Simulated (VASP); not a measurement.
# BaTiO3 (P1) in VASP: single point with LDA

Aim: the single point of BaTiO3 with LDA.

All numbers are computed with VASP 6.6.1; they aren't measurements. Logs are shortened: lines on timing, memory, paths and dates and some standing lists are left out, and cuts for length are marked.

### 1 The cell of the first run

The typed cell holds 10 atoms: a = 6.106 Å, b = 5.370 Å, c = 6.060 Å, α = 78.35°, β = 124.86°, γ = 127.36°.

### 2 Single point, LDA

Contents of POSCAR:

```
BaTiO3
1.0
    4.5338760500     -2.9379638800     -2.8444881300
   -4.1791542400     -2.1732400700      2.5787236500
   -4.6762392700      2.6713797400     -2.7780311600
Ba Ti O
2 2 6
Direct
    0.9929438400      0.4986419800      0.4991208400
    0.9981196900      0.9966392300      0.0001370000
    0.4952686900      0.2509026300      0.7392901800
    0.4933295800      0.7515767200      0.2408135500
    0.5108239000      0.5021635500      0.0106287500
    0.5104097200      0.0023124000      0.5087025000
    0.4954844800      0.4957351500      0.4991277600
    0.4955713100      0.9926633600      0.9992015800
    0.0111918500      0.0068669100      0.5088670800
    0.0044169400      0.5024980700      0.0016707600
```

Contents of INCAR.step1:

```
SYSTEM = BaTiO3
  ALGO = Normal
  EDIFF = 1E-6
  ENCUT = 520
  GGA = CA
  GGA_COMPAT = .FALSE.
  ISIF = 2
  ISMEAR = -1
  KPAR = 4
  LASPH = .TRUE.
  LCHARG = .TRUE.
  LMAXMIX = 4
  LORBIT = 11
  LREAL = .FALSE.
  LWAVE = .FALSE.
  NBANDS = 51
  NEDOS = 2001
  NELM = 120
  PREC = Accurate
  SIGMA = 0.05
```

Contents of KPOINTS.step1:

```
k-points
0
G
  7 7 6
  0 0 0
```

Contents of INCAR.step2:

```
SYSTEM = BaTiO3
  ALGO = Normal
  EDIFF = 1E-6
  ENCUT = 520
  GGA = CA
  GGA_COMPAT = .FALSE.
  ICHARG = 11
  ISIF = 2
  ISMEAR = -5
  KPAR = 4
  LASPH = .TRUE.
  LCHARG = .FALSE.
  LMAXMIX = 4
  LORBIT = 10
  LREAL = .FALSE.
  LWAVE = .FALSE.
  NBANDS = 51
  NEDOS = 2001
  NELM = 120
  PREC = Accurate
  SIGMA = 0.05
```

Contents of KPOINTS.step2:

```
k-points
0
G
  11 11 9
  0 0 0
```

Potentials or basis: VASP PAW LDA potentials, release 64 (Ba_sv, Ti_sv, O).

Started as:

```bash
$ cat potpaw_LDA.64/Ba_sv/POTCAR potpaw_LDA.64/Ti_sv/POTCAR potpaw_LDA.64/O/POTCAR > POTCAR
$ cp INCAR.step1 INCAR
$ cp KPOINTS.step1 KPOINTS
$ mpirun -np 4 vasp_std > vasp.out
$ cp INCAR.step2 INCAR
$ cp KPOINTS.step2 KPOINTS
$ mpirun -np 4 vasp_std > vasp.out
```

OUTCAR:

```text
SYSTEM = BaTiO3
   EDIFF = 1E-6
   ENCUT = 520
   GGA = CA
   ICHARG = 11
   ISIF = 2
   ISMEAR = -5
   LASPH = .TRUE.
   LORBIT = 10
   LREAL = .FALSE.
   NELM = 120
   PREC = Accurate

 ion  position               nearest neighbor table
   1  0.993  0.499  0.499-   6 2.53   6 2.60   9 2.67   9 2.70   5 2.74   5 2.89   8 2.89   8 2.93
                            10 3.01   7 3.03  10 3.05   7 3.08   4 3.17   3 3.17   4 3.51   3 3.52
   2  0.998  0.997  0.000-   5 2.54   5 2.59  10 2.68  10 2.70   6 2.77   6 2.86   7 2.91   7 2.92
                             9 3.01   9 3.05   8 3.05   8 3.05   3 3.17   4 3.19   4 3.47   3 3.53
   3  0.495  0.251  0.739-   7 1.75   8 1.88   9 1.93  10 2.03   6 2.19   5 2.26   2 3.17   1 3.17
                             1 3.52   2 3.53   1 3.53   2 3.61   2 3.63   1 3.71
   4  0.493  0.752  0.241-   8 1.75   7 1.86  10 1.95   9 2.07   5 2.20   6 2.23   1 3.17   2 3.19
                             2 3.47   1 3.51   2 3.58   1 3.62   1 3.63   2 3.70
   5  0.511  0.502  0.011-   4 2.20   3 2.26   2 2.54   2 2.59   1 2.74   1 2.89
   6  0.510  0.002  0.509-   3 2.19   4 2.23   1 2.53   1 2.60   2 2.77   2 2.86
   7  0.495  0.496  0.499-   3 1.75   4 1.86   2 2.91   2 2.92   1 3.03   1 3.08
   8  0.496  0.993  0.999-   4 1.75   3 1.88   1 2.89   1 2.93   2 3.05   2 3.05
   9  0.011  0.007  0.509-   3 1.93   4 2.07   1 2.67   1 2.70   2 3.01   2 3.05
  10  0.004  0.502  0.002-   4 1.95   3 2.03   2 2.68   2 2.70   1 3.01   1 3.05

  LATTYP: Found a triclinic cell.
 ALAT       =     5.3701134277
 B/A-ratio  =     1.7388149973
 C/A-ratio  =     2.6913073756
 COS(alpha) =     0.0029780057
 COS(beta)  =     0.5149588606
 COS(gamma) =     0.8408304943

  Lattice vectors:

 A1 = (   4.1791542400,   2.1732400700,  -2.5787236500)
 A2 = (   4.0367910200,   1.9066559300,  -8.2012429400)
 A3 = (   8.2883131100,   9.9908523700,   6.3533557600)

Analysis of symmetry for initial positions (statically):
=====================================================================
 Subroutine PRICEL returns:
 Original cell was already a primitive cell.

 Routine SETGRP: Setting up the symmetry group for a
 triclinic supercell.

 Subroutine GETGRP returns: Found  1 space group operations
 (whereof  1 operations were pure point group operations)
 out of a pool of  2 trial point group operations.

The static configuration has the point symmetry C_1 .

Analysis of symmetry for dynamics (positions and initial velocities):
=====================================================================
 Subroutine PRICEL returns:
 Original cell was already a primitive cell.

 Routine SETGRP: Setting up the symmetry group for a
 triclinic supercell.

 Subroutine GETGRP returns: Found  1 space group operations
 (whereof  1 operations were pure point group operations)
 out of a pool of  2 trial point group operations.

The dynamic configuration has the point symmetry C_1 .

 Subroutine INISYM returns: Found  1 space group operations
 (whereof  1 operations are pure point group operations),
 and found     1 'primitive' translations

----------------------------------------------------------------------------------------

                                     Primitive cell

  volume of cell :     126.3406

  direct lattice vectors                    reciprocal lattice vectors
     4.533876050 -2.937963880 -2.844488130    -0.006739094 -0.187339154 -0.168803148
    -4.179154240 -2.173240070  2.578723650    -0.124745787 -0.204975652  0.012877229
    -4.676239270  2.671379740 -2.778031160    -0.108895697  0.001550896 -0.175172490

  length of vectors
     6.105634817  5.370113428  6.059780570     0.252261524  0.240296384  0.206267009

  position of ions in fractional coordinates (direct lattice)
     0.992943840  0.498641980  0.499120840
     0.998119690  0.996639230  0.000137000
     0.495268690  0.250902630  0.739290180
     0.493329580  0.751576720  0.240813550
     0.510823900  0.502163550  0.010628750
     0.510409720  0.002312400  0.508702500
     0.495484480  0.495735150  0.499127760
     0.495571310  0.992663360  0.999201580
     0.011191850  0.006866910  0.508867080
     0.004416940  0.502498070  0.001670760

  ion indices of the primitive-cell ions
   primitive index   ion index
[... 33 lines left out ...]

 Subroutine IBZKPT returns following result:
 ===========================================

 Found    545 irreducible k-points:

 Following reciprocal coordinates:
            Coordinates               Weight
  0.000000  0.000000  0.000000      1.000000
  0.090909  0.000000 -0.000000      2.000000
  0.181818  0.000000 -0.000000      2.000000
  0.272727  0.000000 -0.000000      2.000000
  0.363636  0.000000 -0.000000      2.000000
  0.454545  0.000000 -0.000000      2.000000
[... 16 lines left out ...]
  0.454545  0.181818 -0.000000      2.000000
 -0.454545  0.181818  0.000000      2.000000
 [... further k-points ...]
   k-points           NKPTS =    545   k-points in BZ     NKDIM =    545   number of bands    NBANDS=     51
   number of dos      NEDOS =   2001   number of ions     NIONS =     10
   total plane-waves  NPLWV =  92160
   dimension x,y,z NGX =    48 NGY =   40 NGZ =   48
   dimension x,y,z NGXF=    96 NGYF=   80 NGZF=   96
   ions per type =               2   2   6
   NGX,Y,Z   is equivalent  to a cutoff of  13.07, 12.38, 13.17 a.u.
   NGXF,Y,Z  is equivalent  to a cutoff of  26.14, 24.77, 26.34 a.u.
 SYSTEM =  BaTiO3
   PREC   = accura    normal or accurate (medium, high low for compatibility)
   ISTART =      0    job   : 0-new  1-cont  2-samecut
   ICHARG =     11    charge: 1-file 2-atom 10-const
   ISPIN  =      1    spin polarized calculation?
   LNONCOLLINEAR =      F non collinear calculations
   LSORBIT =      F    spin-orbit coupling
   LASPH  =      T    aspherical Exc in radial PAW
   ENCUT  =  520.0 eV  38.22 Ry    6.18 a.u.  11.35  9.98 11.27*2*pi/ulx,y,z
   NELM   =    120;   NELMIN=  2; NELMDL=  0     # of ELM steps
   EDIFF  = 0.1E-05   stopping-criterion for ELM
   LREAL  =      F    real-space projection
   EDIFFG = 0.1E-04   stopping-criterion for IOM
   NSW    =      0    number of steps for IOM
   IBRION =     -1    ionic relax: 0-MD 1-quasi-New 2-CG
   NFREE  =      0    steps in history (QN), initial steepest desc. (CG)
   ISIF   =      2    stress and relaxation
   ISYM   =      2    0-nonsym 1-usesym 2-fastsym
   POTIM  = 0.5000    time-step for ionic-motion
   TEBEG  =    0.0;   TEEND  =   0.0 temperature during run
   PSTRESS=    0.0 pullay stress
   NELECT =      80.0000    total number of electrons
   NUPDOWN=      -1.0000    fix difference up-down
   EMIN   =  10.00;   EMAX   =-10.00  energy-range for DOS
   EFERMI =   0.00;   METHOD = LEGACY
   ISMEAR =    -5;   SIGMA  =   0.05  broadening in eV -4-tet -1-fermi 0-gaus
   EFERMI_NEDOS =   21; number of points for ismear=-14 and -15
   IALGO  =     38    algorithm
   IMIX   =      4    mixing-type and parameters
     AMIX     =   0.40;   BMIX     =  1.00
     AMIX_MAG =   1.60;   BMIX_MAG =  1.00
  volume/ion in A,a.u.               =      12.63        85.26
  Fermi-wavevector in a.u.,A,eV,Ry     =   1.405801  2.656578 26.888867  1.976276
  Thomas-Fermi vector in A             =   2.528225
   LORBIT       =     10    0 simple, 1 ext, 2 COOP (PROOUT), +10 PAW based schemes
   GGA     = CA    functional components
   LHFCALC =     F    Hartree Fock is set to
   AEXX    =    0.0000 exact exchange contribution
   IVDW    =     0    specifies the selected vdW correction
   LEPSILON=     F    determine dielectric tensor
   LRPA    =     F    only Hartree local field effects (RPA)
 non-spin polarized calculation
 Fermi weights with tetrahedron method with Bloechl corrections
  energy-cutoff  :      520.00
  volume of cell :      126.34
 maximum number of plane-waves:      3427
 NGX is ok and might be reduce to    48

 number of electron      80.0000007 magnetization

 Free energy of the ion-electron system (eV)
  ---------------------------------------------------
  ext. energy  EPLUGINS =         0.00000000
  ---------------------------------------------------
  free energy    TOTEN  =       -85.15205215 eV

  energy without entropy =      -85.15205215  energy(sigma->0) =      -85.15205215

 E-fermi :   4.1785     XC(G=0): -11.7829

 val. band max:        4.1553404494   @ k =   0.0000   0.0000   0.0000
 cond. band min:       5.0024815247   @ k =   0.0000   0.0000   0.0000
 fundamental gap:      0.8471410753
 Fermi energy:         4.1784503098

 k-point     1 :       0.0000    0.0000    0.0000
  band No.  band energies     occupation
      1     -52.0927      2.00000
      2     -52.0755      2.00000
      3     -29.0596      2.00000
      4     -28.8949      2.00000
      5     -28.7646      2.00000
      6     -28.7253      2.00000
[... 1285 lines left out ...]
     50      10.3632      0.00000
     51      10.6061      0.00000

 [... further k-points ...]

------------------------ aborting loop because EDIFF is reached ----------------------------------------

  FORCE on cell =-STRESS in cart. coord.  units (eV):
  Direction    XX          YY          ZZ          XY          YZ          ZX
  --------------------------------------------------------------------------------------
  -------------------------------------------------------------------------------------
  Total      -10.9001213     22.3437710      2.4814640     10.1888992    -11.6834972     -3.7094005
  in kB     -138.2288915    283.3504885     31.4684588    129.2095927   -148.1632006    -47.0404232
  external PRESSURE =      58.8633519 kB  Pullay stress =       0.0000000 kB

 VOLUME and BASIS-vectors are now :
 -----------------------------------------------------------------------------
  energy-cutoff  :      520.00
  volume of cell :      126.34
      direct lattice vectors                 reciprocal lattice vectors
     4.533876050 -2.937963880 -2.844488130    -0.006739094 -0.187339154 -0.168803148
    -4.179154240 -2.173240070  2.578723650    -0.124745787 -0.204975652  0.012877229
    -4.676239270  2.671379740 -2.778031160    -0.108895697  0.001550896 -0.175172490

 POSITION                                       TOTAL-FORCE (eV/Angst)
 -----------------------------------------------------------------------------------
      0.08397     -2.66756     -2.92513         0.121220     -0.249930     -0.106361
      0.35960     -5.09801     -0.26946        -0.019927     -0.217986      0.116321
     -2.26017     -0.02543     -2.81555         0.115666      0.745880     -0.523240
     -2.03036     -2.43944     -0.13415         0.196880      0.600989     -0.462153
      0.16769     -2.56371     -0.18762        -0.265179      0.169888      0.124506
     -0.07434     -0.14565     -2.85908        -0.179540      0.251347      0.184123
     -2.15933     -1.19971     -1.51763         0.042674     -0.775263      0.343432
     -6.57414     -0.94402     -1.62566        -0.027457     -0.916093      0.455824
     -2.35754      1.31157     -1.42778         0.032296      0.256894      0.031566
     -2.08780     -1.10056      1.27860        -0.016632      0.134276     -0.164018
 -----------------------------------------------------------------------------------
    total drift:                               -0.000189      0.000236     -0.000101

  FREE ENERGIE OF THE ION-ELECTRON SYSTEM (eV)
  ---------------------------------------------------
  free  energy   TOTEN  =       -85.1520521508 eV

  energy  without entropy=      -85.1520521508  energy(sigma->0) =      -85.15205215

 total charge

# of ion       s       p       d       tot
------------------------------------------
    1        2.013   5.639   0.396   8.049
    2        2.013   5.639   0.395   8.047
    3        2.229   6.325   1.847  10.401
    4        2.227   6.324   1.847  10.398
    5        1.549   3.413   0.000   4.962
    6        1.549   3.417   0.000   4.966
    7        1.576   3.514   0.000   5.090
    8        1.576   3.512   0.000   5.087
    9        1.554   3.449   0.000   5.003
   10        1.554   3.452   0.000   5.006
--------------------------------------------------
tot         17.840  44.684   4.485  67.010
```

Wall time 9.7 min (4 MPI ranks of Intel Xeon 6975P-C (Granite Rapids), shared host); peak memory 2.4 GiB.

Results:

```yaml
Valence_electrons_inside_the_program's_atomic_spheres: Ba 8.05; Ti 10.40; O 4.96, 4.97, 5.09, 5.00, 5.01 (each value once)
```

Levels at points of the mesh, in eV from the valence-band top:
| k point | band 36 | band 37 | band 38 | band 39 | band 40 | band 41 | band 42 | band 43 | band 44 | band 45 |
| --- | --- | --- | --- | --- | --- | --- | --- | --- | --- | --- |
| (0.00, 0.00, 0.00) | -0.61 | -0.52 | -0.19 | -0.10 | 0.00 | 0.85 | 1.28 | 1.48 | 2.80 | 3.31 |

Caveat: spin-orbit coupling is left out, which moves the levels of the heavy elements.
